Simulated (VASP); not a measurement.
# CaS (Oldhamite) (Fm-3m) in VASP: notebook, part 2 of 2

VASP 6.6.1. The steps go on from the part before.

## 4. Single point, r2SCAN

This run uses another cell than the first one, of 22.40 Å³/atom, 1.065 times its volume.

File POSCAR:

```
CaS
1.0
    2.8190261411      2.8190261411      0.0000000000
   -2.8190261411      2.8190261411      0.0000000000
    0.0000000000      2.8190261411      2.8190261411
Ca S
1 1
Direct
    0.0000000000      0.0000000000      0.0000000000
    0.5000000000      0.5000000000      0.0000000000
```

File INCAR.step1:

```
SYSTEM = CaS
PREC     = Accurate       ! precision mode
ENCUT    = 550            ! plane-wave cutoff, eV
ISMEAR   = 0              ! smearing method
SIGMA    = 0.01           ! smearing width, eV
LREAL    = .FALSE.        ! projectors in reciprocal space
LASPH    = .TRUE.         ! aspherical terms in the spheres
NELM     = 120            ! most SCF steps
NBANDS   = 15             ! bands
GGA      = PE             ! functional
ALGO     = Normal         ! electronic algorithm
EDIFF    = 1E-5           ! SCF threshold, eV
LWAVE    = .TRUE.         ! write WAVECAR
LCHARG   = .FALSE.        ! write CHGCAR
GGA_COMPAT= .FALSE.
```

File INCAR.step2:

```
SYSTEM = CaS
PREC     = Accurate       ! precision mode
ENCUT    = 550            ! plane-wave cutoff, eV
EDIFF    = 1E-6           ! SCF threshold, eV
ISMEAR   = 0              ! smearing method
SIGMA    = 0.01           ! smearing width, eV
LREAL    = .FALSE.        ! projectors in reciprocal space
LASPH    = .TRUE.         ! aspherical terms in the spheres
NELM     = 120            ! most SCF steps
ALGO     = Normal         ! electronic algorithm
ISIF     = 2              ! what is computed and relaxed
LWAVE    = .FALSE.        ! write WAVECAR
LCHARG   = .TRUE.         ! write CHGCAR
METAGGA  = R2SCAN         ! meta-GGA
LMIXTAU  = .TRUE.       
LELF     = .TRUE.         ! ELF
LVHAR    = .TRUE.       
NBANDS   = 15             ! bands
ISTART   = 1            
GGA_COMPAT= .FALSE.
```

File KPOINTS:

```
regular mesh
0
G
  8 8 8
  0 0 0
```

Potentials or basis: VASP PAW PBE potentials, release 64 (Ca_sv, S).

Started as:

```sh
cat potpaw_PBE.64/Ca_sv/POTCAR potpaw_PBE.64/S/POTCAR > POTCAR
cp INCAR.step1 INCAR
mpirun -np 1 vasp_std > vasp.out
cp INCAR.step2 INCAR
mpirun -np 1 vasp_std > vasp.out
```

OUTCAR:

```text
SYSTEM = CaS
   PREC = Accurate
   ENCUT = 550
   EDIFF = 1E-6
   ISMEAR = 0
   LREAL = .FALSE.
   LASPH = .TRUE.
   NELM = 120
   ISIF = 2
   METAGGA = R2SCAN
   ISTART = 1

 ion  position               nearest neighbor table
   1  0.000  0.000  0.000-   2 2.82   2 2.82   2 2.82   2 2.82   2 2.82   2 2.82
   2  0.500  0.500  0.000-   1 2.82   1 2.82   1 2.82   1 2.82   1 2.82   1 2.82

  LATTYP: Found a face centered cubic cell.
 ALAT       =     5.6380522822

  Lattice vectors:

 A1 = (   0.0000000000,   2.8190261411,   2.8190261411)
 A2 = (   2.8190261411,   0.0000000000,   2.8190261411)
 A3 = (   2.8190261411,   2.8190261411,   0.0000000000)
[... 610 lines left out ...]
     13      10.5257      0.00000
     14      11.5035      0.00000
     15      13.0055      0.00000

 [... further k-points ...]
[... 5 lines left out ...]
  --------------------------------------------------------------------------------------
  -------------------------------------------------------------------------------------
  Total        0.6529815      0.6529815      0.6529815      0.0000000      0.0000000     -0.0000000
  in kB       23.3498525     23.3498525     23.3498525      0.0000000      0.0000000     -0.0000000
  external PRESSURE =      23.3498525 kB  Pullay stress =       0.0000000 kB

 VOLUME and BASIS-vectors are now :
 -----------------------------------------------------------------------------
  energy-cutoff  :      550.00
  volume of cell :       44.81
      direct lattice vectors                 reciprocal lattice vectors
     2.819026141  2.819026141  0.000000000     0.177366216  0.177366216 -0.177366216
    -2.819026141  2.819026141  0.000000000    -0.177366216  0.177366216 -0.177366216
     0.000000000  2.819026141  2.819026141     0.000000000  0.000000000  0.354732432

 POSITION                                       TOTAL-FORCE (eV/Angst)
 -----------------------------------------------------------------------------------
      0.00000      0.00000      0.00000        -0.000000      0.000000      0.000000
      0.00000      2.81903      0.00000         0.000000     -0.000000      0.000000
 -----------------------------------------------------------------------------------
    total drift:                               -0.000000     -0.000000      0.000000

  FREE ENERGIE OF THE ION-ELECTRON SYSTEM (eV)
  ---------------------------------------------------
  free  energy   TOTEN  =       -19.9303573581 eV

  energy  without entropy=      -19.9303573581  energy(sigma->0) =      -19.93035736
```

OSZICAR.step1:

```text
N       E                     dE             d eps       ncg     rms          rms(c)
DAV:   1     0.112095256956E+03    0.11210E+03   -0.78292E+03   870   0.104E+03
DAV:   2    -0.565031176396E+01   -0.11775E+03   -0.11153E+03  1115   0.258E+02
DAV:   3    -0.103888457653E+02   -0.47385E+01   -0.46994E+01  1167   0.499E+01
DAV:   4    -0.105989976947E+02   -0.21015E+00   -0.21005E+00  1290   0.902E+00
DAV:   5    -0.106006111196E+02   -0.16134E-02   -0.16134E-02  1152   0.890E-01    0.508E+00
DAV:   6    -0.103529845228E+02    0.24763E+00   -0.37332E-01  1038   0.318E+00    0.342E+00
DAV:   7    -0.103438659244E+02    0.91186E-02   -0.10705E-01  1115   0.206E+00    0.181E+00
DAV:   8    -0.103501665914E+02   -0.63007E-02   -0.18986E-02  1003   0.116E+00    0.303E-01
DAV:   9    -0.103497448895E+02    0.42170E-03   -0.10353E-03  1087   0.327E-01    0.752E-02
DAV:  10    -0.103499690171E+02   -0.22413E-03   -0.27001E-04  1115   0.120E-01    0.262E-02
DAV:  11    -0.103500123220E+02   -0.43305E-04   -0.71673E-05  1024   0.714E-02    0.252E-02
DAV:  12    -0.103500117876E+02    0.53440E-06   -0.33881E-06   582   0.136E-02
   1 F= -.10350012E+02 E0= -.10350012E+02  d E =-.101235E-22
```

Wall time 87 s (1 thread of Intel Xeon Platinum 8488C (Sapphire Rapids), shared host); peak memory 0.18 GiB.

What came out:

* Free energy: -19.9304 eV
* Pressure: 2.3 GPa
* Band gap on the k mesh: 2.73 eV, indirect (least direct gap 3.58 eV)

Caveat: the PAW data sets were made with another functional, which shifts forces and pressure a little.

## 5. Single point, r2SCAN

This run uses another cell than the first one, of 22.40 Å³/atom, 1.065 times its volume.

POSCAR is that of step 4.

File INCAR.step1:

```
PREC = Accurate
ENCUT = 550
ISMEAR = 0
SIGMA = 0.01
LREAL = F
LASPH = T
NELM = 120
NBANDS = 15
GGA = PE
ALGO = Normal
EDIFF = 1E-5
LWAVE = T
LCHARG = F
GGA_COMPAT = F
```

File INCAR.step2:

```
PREC = Accurate
ENCUT = 550
EDIFF = 1E-6
ISMEAR = 0
SIGMA = 0.01
LREAL = F
LASPH = T
NELM = 120
ALGO = Normal
ISIF = 2
LWAVE = F
LCHARG = T
METAGGA = R2SCAN
LMIXTAU = T
LELF = T
LVHAR = T
NBANDS = 15
ISTART = 1
GGA_COMPAT = F
```

File KPOINTS:

```
regular mesh
0
Gamma
  8 8 8
```

Started as:

```sh
cat potpaw_PBE.64/Ca_sv/POTCAR potpaw_PBE.64/S/POTCAR > POTCAR
cp INCAR.step1 INCAR
mpirun -np 1 vasp_std > vasp.out
cp INCAR.step2 INCAR
mpirun -np 1 vasp_std > vasp.out
```

Wall time 88 s (1 thread of Intel Xeon Platinum 8488C (Sapphire Rapids), shared host); peak memory 0.18 GiB.

The run converged. Its results:

* Free energy: -19.9304 eV
* Pressure: 2.3 GPa
* Band gap on the k mesh: 2.73 eV, indirect (least direct gap 3.58 eV)

Levels at points of the mesh, in eV from the valence-band top:
```tsv
k point	band 5	band 6	band 7	band 8	band 9	band 10	band 11	band 12
(0.00, 0.00, 0.00)	-11.90	0.00	0.00	0.00	4.66	4.66	4.66	5.13
(0.50, 0.00, 0.00)	-11.00	-3.21	-1.22	-1.22	5.85	6.79	6.92	6.92
(0.50, 0.50, 0.00)	-11.23	-2.37	-0.85	-0.85	2.73	6.24	6.93	7.54
```

Caveat: the PAW data sets were made with another functional, which shifts forces and pressure a little. A k mesh can miss the band edges.

## 6. The runs side by side

```tsv
cell	gap on the mesh (eV)	pressure (GPa)
a = 3.904 Å, angles 60.0, 60.0, 90.0°, 2 atoms	2.56	7.4
a = 3.951 Å, angles 60.0, 60.0, 90.0°, 2 atoms	2.66	4.4
a = 3.987 Å, angles 60.0, 60.0, 90.0°, 2 atoms	2.73	2.3
```

Alike in all rows: task single point; level r2SCAN; potentials or basis VASP PAW PBE potentials, release 64 (Ca_sv, S); no spin polarisation; k mesh 8 × 8 × 8; cutoff (eV) 550; smearing gaussian 0.01 eV.

Caveats: the PAW data sets were made with another functional, which shifts forces and pressure a little.

Absolute energies hang on the potentials; compare differences alone.
